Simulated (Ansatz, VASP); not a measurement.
**BAs in VASP and in Ansatz**

```xyz
4
Lattice="2.8650 0.0000 0.0000 0.0000 4.4629 0.0000 0.0000 0.0000 4.1848" Properties=species:S:1:pos:R:3 pbc="T T T"
B     0.0000    2.2315    4.1863
B     1.4325    0.0000   -0.0015
As    0.0000    2.2315    2.0936
As    1.4325    0.0000    2.0913
```

Alike in both runs: functional PBE; k mesh 7 × 4 × 5; occupations gaussian, width 0.2 eV; no spin polarisation.

Ansatz relaxed the structure, and its values are those at the end. VASP's run is a single point on that final structure, the one shown.

```csv
,VASP,Ansatz
version,VASP 6.6.1,Ansatz 0.2.0
potentials or method,"VASP PAW PBE potentials, release 64 (B, As), cutoff 500 eV","scalar-relativistic, plane waves, PAW"
valence electrons in the cell,16,36
```

Ansatz gave:

| Property | Result |
| --- | --- |
| gap on the k mesh at the Fermi level (eV) | none |
| pressure (GPa) | -0.4 |
| rms of the force components (eV/Å) | 0.005 |

**Question.** Estimate VASP's values.

**Answer.** gap on the k mesh at the Fermi level (eV): none; pressure (GPa): 0.1; rms of the force components (eV/Å): 0.005.

A gap of «none» marks a metal or a gap that the smearing closes. The functional is the same, so the differences come from potentials, cutoffs and numerics. VASP's potentials hold 16 valence electrons a cell and Ansatz's 36, so a difference there can come from the potentials and not from the codes.
